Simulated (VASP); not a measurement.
The system is MoPt.

```
CELL_PARAMETERS angstrom
2.82147 0.00000 0.00000
-1.41074 2.44347 0.00000
0.00000 0.00000 4.52709
ATOMIC_POSITIONS crystal
Mo 0.66667 0.33333 0.00000
Pt 0.33333 0.66667 0.50000
```

| Item | Value |
| --- | --- |
| Program | VASP 6.6.1 |
| Task | relaxation of volume and atoms at fixed shape |
| Functional | LDA |
| Potentials or basis | VASP PAW LDA potentials, release 64 (Mo_sv, Pt_sv_GW) |
| Cutoff | 570 eV |
| k mesh | 8 × 8 × 5 |
| Occupations | fermi-dirac, width 0.1 eV |
| Spin | no spin polarisation |

At the start: pressure -15.2 GPa; volume 15.61 Å³/atom.

Task: How do energy, volume and symmetry change on relaxing?

Result: Over 4 steps the energy falls by 42.4 meV/atom and the volume is 14.77 Å³/atom (-5.3 %); space group P-6m2 (No. 187, to 0.1 Å) before and after.

The path:
| step | energy change (eV) | largest force (eV/Å) | pressure (GPa) | volume (Å³) |
| --- | --- | --- | --- | --- |
| 1 | 0.0000 | 0.0000 | -15.24 | 31.21 |
| 2 | 0.8450 | 0.0000 | 76.66 | 24.98 |
| 3 | -0.0845 | 0.0000 | -1.17 | 29.63 |
| 4 | -0.0849 | 0.0000 | -0.29 | 29.54 |

Final structure:
```yaml
crystal:
  lattice:
    - [2.77032, 0.00000, 0.00000]
    - [-1.38516, 2.39917, 0.00000]
    - [0.00000, 0.00000, 4.44501]
  atoms:
    - { symbol: Mo, position: [0.66667, 0.33333, 0.00000] }
    - { symbol: Pt, position: [0.33333, 0.66667, 0.50000] }
```
